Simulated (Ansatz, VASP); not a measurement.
GaP in VASP and in Ansatz

```xyz
2
Lattice="0.0000 2.8169 2.7207 2.7207 0.0000 2.7207 2.7207 2.8169 0.0000" Properties=species:S:1:pos:R:3 pbc="T T T"
Ga    0.0000    0.0000    0.0000
P     4.0811    4.2254    4.0811
```

Change from the starting cell: mode 4 frozen in at +0.000 Å, strain +e along z and -e/2 along x and y +0.0233.

Alike in both runs: task single point; functional PBE; k mesh 8 × 8 × 8; occupations gaussian, width 0.05 eV; no spin polarisation.

|  | VASP | Ansatz |
| --- | --- | --- |
| version | VASP 6.6.1 | Ansatz 0.2.0 |
| potentials or method | VASP PAW PBE potentials, release 64 (Ga_d, P), cutoff 520 eV | scalar-relativistic, plane waves, PAW |
| valence electrons in the cell | 18 | 18 |

|  | VASP | Ansatz | Ansatz less VASP |
| --- | --- | --- | --- |
| gap on the k mesh at the Fermi level (eV) | 1.49 | 1.49 | +0.002 |
| least direct gap on the mesh (eV) | 1.50 | 1.51 | +0.004 |
| pressure (GPa) | 0.0 | 0.0 | +0.09 |
| traceless stress, the component that is largest in VASP (GPa) | -1.80 | -1.79 | +0.005 |
